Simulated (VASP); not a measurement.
Here is a VASP 6.6.1 calculation.

File POSCAR:

```
TaSi2
1.0
    4.7800000000      0.0000000000      0.0000000000
   -2.3900000000      4.1396014301      0.0000000000
    0.0000000000      0.0000000000      6.5640000000
Ta Si
3 6
Direct
    0.0000000000      0.5000000000      0.1666666667
    0.5000000000      0.5000000000      0.8333333333
    0.5000000000      0.0000000000      0.5000000000
    0.3333000000      0.1666500000      0.1666666667
    0.1666500000      0.8333500000      0.8333333333
    0.8333500000      0.6667000000      0.5000000000
    0.6667000000      0.8333500000      0.1666666667
    0.8333500000      0.1666500000      0.8333333333
    0.1666500000      0.3333000000      0.5000000000
```

Contents of INCAR.step1:

```
ALGO = Normal
EDIFF = 1E-4
ENCUT = 520
GGA = PE
ISMEAR = -1
LASPH = T
LCHARG = F
LDAU = T
LDAUJ = 0 0
LDAUL = 2 -1
LDAUTYPE = 2
LDAUU = 3 0
LMAXMIX = 4
LREAL = F
LWAVE = T
NBANDS = 38
NELM = 150
PREC = Accurate
SIGMA = 0.05
```

The input INCAR.step2:

```
ALGO = Normal
EDIFF = 1E-6
ENCUT = 520
ISIF = 2
ISMEAR = -1
ISTART = 1
LASPH = T
LCHARG = F
LDAU = T
LDAUJ = 0 0
LDAUL = 2 -1
LDAUPRINT = 1
LDAUTYPE = 2
LDAUU = 3 0
LMAXMIX = 4
LMIXTAU = T
LREAL = F
LWAVE = F
METAGGA = R2SCAN
NBANDS = 38
NELM = 150
PREC = Accurate
SIGMA = 0.05
```

The input KPOINTS:

```
k-points
0
Gamma
  5 5 3
```

Potentials or basis: VASP PAW PBE potentials, release 64 (Ta_pv, Si).

Launch:

```bash
$ cat potpaw_PBE.64/Ta_pv/POTCAR potpaw_PBE.64/Si/POTCAR > POTCAR
$ cp INCAR.step1 INCAR
$ mpirun -np 1 vasp_std > vasp.out
$ cp INCAR.step2 INCAR
$ mpirun -np 1 vasp_std > vasp.out
```

Estimate the largest force.

0.933 eV/Å.

Predict the band gap on the k mesh.

zero (an odd number of electrons rules out a gap without spin polarisation).

What does it give for the pressure?

4.9 GPa.

Stress tensor (GPa, compression positive):
```
4.49 0.00 0.00
0.00 4.49 0.00
0.00 0.00 5.61
```

Caveat: the cell stands under pressure; the PAW data sets were made with another functional, which shifts forces and pressure a little; spin-orbit coupling is left out, which moves the levels of the heavy elements; U without spin polarisation on a metal has little footing; the U is typed as a test and isn't derived for this compound.
